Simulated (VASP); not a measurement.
# Ti3Al (P-6m2) in VASP: a series of runs, part 2 of 2

VASP 6.6.1.

**3. Single point, PBEsol**

This run uses another cell than the first one, of the same volume but with other edges.

The input, INCAR:

```
SYSTEM = Ti3Al
PREC = Accurate
ENCUT = 520
EDIFF = 1E-6
ISMEAR = 0
SIGMA = 0.15
LREAL = .False.
LASPH = .True.
NELM = 100
ALGO = Fast
ISIF = 2
LWAVE = .False.
LCHARG = .True.
GGA = PS
LELF = .True.
LVHAR = .True.
NBANDS = 28
```

The input, KPOINTS:

```
Automatic mesh
0
Gamma
  15 15 6
  0 0 0
```

The input, POSCAR:

```
Ti3Al
1.0
    2.9488768782      0.0000000000      0.0000000000
   -1.4744384391      2.5538022892      0.0000000000
    0.0000000000      0.0000000000      8.8103594491
Ti Al
3 1
Direct
    0.6666666667      0.3333333333      0.0000000000
    0.3333333333      0.6666666667      0.7621161197
    0.3333333333      0.6666666667      0.2378838803
    0.6666666667      0.3333333333      0.5000000000
```

Potentials or basis: VASP PAW PBE potentials, release 64 (Ti_sv, Al).

Launch:

```
$ cat potpaw_PBE.64/Ti_sv/POTCAR potpaw_PBE.64/Al/POTCAR > POTCAR
$ mpirun -np 1 vasp_std > vasp.out
```

OUTCAR:

```text
SYSTEM = Ti3Al
   PREC = Accurate
   ENCUT = 520
   EDIFF = 1E-6
   ISMEAR = 0
   LREAL = .False.
   LASPH = .True.
   NELM = 100
   ISIF = 2
   GGA = PS

 ion  position               nearest neighbor table
   1  0.667  0.333  0.000-   2 2.70   3 2.70   2 2.70   3 2.70   2 2.70   3 2.70
   2  0.333  0.667  0.762-   1 2.70   1 2.70   1 2.70   4 2.87   4 2.87   4 2.87
   3  0.333  0.667  0.238-   1 2.70   1 2.70   1 2.70   4 2.87   4 2.87   4 2.87
   4  0.667  0.333  0.500-   2 2.87   3 2.87   2 2.87   3 2.87   2 2.87   3 2.87

  LATTYP: Found a hexagonal cell.
 ALAT       =     2.9488768782
 C/A-ratio  =     2.9877000000

  Lattice vectors:

 A1 = (   2.9488768782,   0.0000000000,   0.0000000000)
 A2 = (  -1.4744384391,   2.5538022892,   0.0000000000)
 A3 = (   0.0000000000,   0.0000000000,   8.8103594491)

Analysis of symmetry for initial positions (statically):
=====================================================================
 Subroutine PRICEL returns:
 Original cell was already a primitive cell.

 Routine SETGRP: Setting up the symmetry group for a
 hexagonal supercell.

 Subroutine GETGRP returns: Found 12 space group operations
 (whereof 12 operations were pure point group operations)
[... 171 lines left out ...]

 val. band max:        8.1805736464   @ k =   0.2000   0.0000   0.5000
 cond. band min:       8.2001221386   @ k =   0.3333   0.2667   0.1667
 fundamental gap:      0.0195484922
 Fermi energy:         8.1880782568

 k-point     1 :       0.0000    0.0000    0.0000
  band No.  band energies     occupation
      1     -48.2496      2.00000
      2     -48.1874      2.00000
      3     -48.0216      2.00000
      4     -24.9781      2.00000
      5     -24.6386      2.00000
      6     -24.3026      2.00000
[... 733 lines left out ...]
     27      11.3300      0.00000
     28      11.9560      0.00000

 [... further k-points ...]

------------------------ aborting loop because EDIFF is reached ----------------------------------------

  FORCE on cell =-STRESS in cart. coord.  units (eV):
  Direction    XX          YY          ZZ          XY          YZ          ZX
  --------------------------------------------------------------------------------------
  -------------------------------------------------------------------------------------
  Total       -0.7614377     -0.7614377      2.8892680     -0.0000000     -0.0000000      0.0000000
  in kB      -18.3868539    -18.3868539     69.7687392     -0.0000000     -0.0000000      0.0000000
  external PRESSURE =      10.9983438 kB  Pullay stress =       0.0000000 kB

 VOLUME and BASIS-vectors are now :
 -----------------------------------------------------------------------------
  energy-cutoff  :      520.00
  volume of cell :       66.35
      direct lattice vectors                 reciprocal lattice vectors
     2.948876878  0.000000000  0.000000000     0.339112157  0.195786495  0.000000000
    -1.474438439  2.553802289  0.000000000     0.000000000  0.391572991  0.000000000
     0.000000000  0.000000000  8.810359449     0.000000000  0.000000000  0.113502747

 POSITION                                       TOTAL-FORCE (eV/Angst)
 -----------------------------------------------------------------------------------
      1.47444      0.85127      0.00000        -0.000000      0.000000     -0.000000
     -0.00000      1.70253      6.71452        -0.000000     -0.000000     -0.887963
     -0.00000      1.70253      2.09584         0.000000     -0.000000      0.887963
      1.47444      0.85127      4.40518         0.000000      0.000000     -0.000000
 -----------------------------------------------------------------------------------
    total drift:                                0.000000     -0.000000      0.000000

  FREE ENERGIE OF THE ION-ELECTRON SYSTEM (eV)
  ---------------------------------------------------
  free  energy   TOTEN  =       -29.4961080264 eV

  energy  without entropy=      -29.4608235557  energy(sigma->0) =      -29.47846579
```

OSZICAR:

```text
N       E                     dE             d eps       ncg     rms          rms(c)
DAV:   1     0.470611011159E+03    0.47061E+03   -0.19570E+04  6048   0.163E+03
DAV:   2     0.247544114568E+02   -0.44586E+03   -0.43746E+03  6104   0.498E+02
DAV:   3    -0.276762313721E+02   -0.52431E+02   -0.51192E+02 10540   0.144E+02
[... 39 lines left out ...]
RMM:  43    -0.294961047645E+02   -0.11316E-05   -0.16004E-05  6242   0.145E-02    0.256E-03
RMM:  44    -0.294961057658E+02   -0.10013E-05   -0.14253E-05  5852   0.133E-02    0.278E-03
RMM:  45    -0.294961066164E+02   -0.85062E-06   -0.12530E-05  5759   0.126E-02    0.267E-03
RMM:  46    -0.294961073738E+02   -0.75737E-06   -0.11291E-05  5596   0.118E-02    0.292E-03
RMM:  47    -0.294961080264E+02   -0.65261E-06   -0.99825E-06  5427   0.112E-02
   1 F= -.29496108E+02 E0= -.29478466E+02  d E =-.352845E-01
```

Wall time 23 min (1 thread of Intel Xeon 8259CL, shared host); peak memory 0.31 GiB.

What came out:

```yaml
Free_energy: -29.4961 eV
Pressure: 1.1 GPa
Largest_force: 0.888 eV/Å
Band_gap_on_the_k_mesh: zero (an odd number of electrons rules out a gap without spin polarisation)
```

Forces in eV/Å, atoms in the order of the input:
```
Ti   0.000  0.000  0.000
Ti   0.000  0.000 -0.888
Ti   0.000  0.000  0.888
Al   0.000  0.000  0.000
```

Stress tensor (GPa, compression positive):
```
-1.84  0.00  0.00
 0.00 -1.84  0.00
 0.00  0.00  6.98
```

Caveat: the cell differs from its parent crystal (atoms shifted along a free coordinate, c/a of the conventional cell at fixed volume 2.9877); the stress differs along the axes, from -2 to 7 GPa; the PAW data sets were made with another functional, which shifts forces and pressure a little.

**4. Single point, PBEsol (16.59 Å³/atom, c/a of the conventional cell at fixed volume 3.3244)**

The input, INCAR:

```
  PREC = Accurate
  ENCUT = 520
  EDIFF = 1E-6
  ISMEAR = 0
  SIGMA = 0.15
  LREAL = F
  LASPH = T
  NELM = 80
  ALGO = Fast
  ISIF = 2
  LWAVE = F
  LCHARG = F
  GGA = PS
  NBANDS = 28
```

The input, KPOINTS:

```
Automatic mesh
0
Gamma
  15 15 6
```

The input, POSCAR:

```
Ti3Al
1.0
    2.8457574275      0.0000000000      0.0000000000
   -1.4228787137      2.4644982252      0.0000000000
    0.0000000000      0.0000000000      9.4604359920
Ti Al
3 1
Direct
    0.6666666667      0.3333333333      0.0000000000
    0.3333333333      0.6666666667      0.7511732072
    0.3333333333      0.6666666667      0.2488267928
    0.6666666667      0.3333333333      0.5000000000
```

Launch:

```
$ cat potpaw_PBE.64/Ti_sv/POTCAR potpaw_PBE.64/Al/POTCAR > POTCAR
$ mpirun -np 1 vasp_std > vasp.out
```

Run time: 18 min. Hardware: 1 thread of Intel Xeon 8259CL, shared host; peak memory 0.31 GiB.

Results (log left out):

```yaml
Free_energy: -29.5858 eV
Pressure: -0.4 GPa
Largest_force: 0.123 eV/Å
Band_gap_on_the_k_mesh: zero (an odd number of electrons rules out a gap without spin polarisation)
```

Forces on the atoms (eV/Å):
```
Ti   0.000  0.000  0.000
Ti   0.000  0.000 -0.123
Ti   0.000  0.000  0.123
Al   0.000  0.000  0.000
```

Stress tensor (GPa, compression positive):
```
 2.13  0.00  0.00
 0.00  2.13  0.00
 0.00  0.00 -5.48
```

Levels at points of the mesh, in eV from the Fermi level:
```csv
k point,band 16,band 17,band 18,band 19,band 20,band 21,band 22,band 23,band 24,band 25
"(0.00, 0.00, 0.00)",-2.63,-1.16,0.22,0.47,0.95,0.95,1.05,1.05,1.29,1.29
"(0.00, 0.00, 0.50)",-3.39,-1.32,0.19,0.49,0.96,0.96,1.04,1.04,1.30,1.30
```

Caveat: the cell differs from its parent crystal (c/a of the conventional cell at fixed volume 3.3244); the stress differs along the axes, from -5 to 2 GPa; the PAW data sets were made with another functional, which shifts forces and pressure a little.

**5. Single point, PBEsol**

This run uses another cell than the first one, of the same volume but with other edges.

The input, INCAR:

```
SYSTEM = Ti3Al
  PREC = Accurate
  ENCUT = 520
  EDIFF = 1E-7
  ISMEAR = 0
  SIGMA = 0.15
  LREAL = .FALSE.
  LASPH = .TRUE.
  NELM = 80
  ALGO = Fast
  ISIF = 2
  LWAVE = .FALSE.
  LCHARG = .TRUE.
  GGA = PS
  LELF = .TRUE.
  LVHAR = .TRUE.
  NBANDS = 28
```

The input, KPOINTS:

```
Automatic mesh
0
G
  15 15 6
  0 0 0
```

The input, POSCAR:

```
Ti3Al
1.0
    2.8954756449      0.0000000000      0.0000000000
   -1.4477378224      2.5075554645      0.0000000000
    0.0000000000      0.0000000000      9.1383350122
Ti Al
3 1
Direct
    0.6666666667      0.3333333333      0.0000000000
    0.3333333333      0.6666666667      0.7621161197
    0.3333333333      0.6666666667      0.2378838803
    0.6666666667      0.3333333333      0.5000000000
```

Launch:

```
$ cat potpaw_PBE.64/Ti_sv/POTCAR potpaw_PBE.64/Al/POTCAR > POTCAR
$ mpirun -np 1 vasp_std > vasp.out
```

It took 29 min on 1 thread of Intel Xeon 8259CL, shared host; peak memory 0.31 GiB.

It converged, with:

```yaml
Free_energy: -29.5586 eV
Pressure: 0.7 GPa
Largest_force: 0.852 eV/Å
Band_gap_on_the_k_mesh: zero (an odd number of electrons rules out a gap without spin polarisation)
```

Forces in eV/Å, atoms in the order of the input:
```
Ti   0.000  0.000  0.000
Ti   0.000  0.000 -0.852
Ti   0.000  0.000  0.852
Al   0.000  0.000  0.000
```

Stress tensor (GPa, compression positive):
```
0.87 0.00 0.00
0.00 0.87 0.00
0.00 0.00 0.28
```

Levels at points of the mesh, in eV from the Fermi level:
| k point | band 17 | band 18 | band 19 | band 20 | band 21 | band 22 | band 23 | band 24 |
| --- | --- | --- | --- | --- | --- | --- | --- | --- |
| (0.00, 0.00, 0.00) | -1.03 | 0.75 | 0.75 | 0.81 | 0.81 | 0.90 | 1.08 | 1.25 |
| (0.00, 0.00, 0.50) | -1.34 | 0.75 | 0.75 | 0.78 | 0.80 | 0.80 | 1.10 | 1.26 |

Caveat: the cell differs from its parent crystal (atoms shifted along a free coordinate, c/a of the conventional cell at fixed volume 3.1561); the PAW data sets were made with another functional, which shifts forces and pressure a little.

**6. Overview**

```tsv
cell	further INCAR settings	gap on the mesh (eV)	pressure (GPa)	largest force (eV/Å)
a = 2.822, b = 2.822, c = 9.620 Å, angles 90.0, 90.0, 120.0°, 4 atoms, atomic positions A	ALGO = Fast; EDIFF = 1e-06; NBANDS = 28	none	1.5	1.15
a = 2.949, b = 2.949, c = 8.810 Å, angles 90.0, 90.0, 120.0°, 4 atoms, atomic positions B	ALGO = Fast; EDIFF = 1e-06; NBANDS = 28	none	1.1	0.89
a = 2.846, b = 2.846, c = 9.460 Å, angles 90.0, 90.0, 120.0°, 4 atoms, atomic positions C	ALGO = Fast; EDIFF = 1e-06; NBANDS = 28	none	-0.4	0.12
a = 2.895, b = 2.895, c = 9.138 Å, angles 90.0, 90.0, 120.0°, 4 atoms, atomic positions B	ALGO = Fast; EDIFF = 1e-07; NBANDS = 28	none	0.7	0.85
```

Alike in all rows: task single point; level PBEsol; potentials or basis VASP PAW PBE potentials, release 64 (Ti_sv, Al); no spin polarisation; k mesh 15 × 15 × 6; cutoff (eV) 520; smearing gaussian 0.15 eV.

Caveats: the PAW data sets were made with another functional, which shifts forces and pressure a little; the stress differs along the axes, from -7 to 6 GPa (at least some runs); the stress differs along the axes, from -2 to 7 GPa (at least some runs); the stress differs along the axes, from -5 to 2 GPa (at least some runs).

Absolute energies hang on the potentials; compare differences alone.
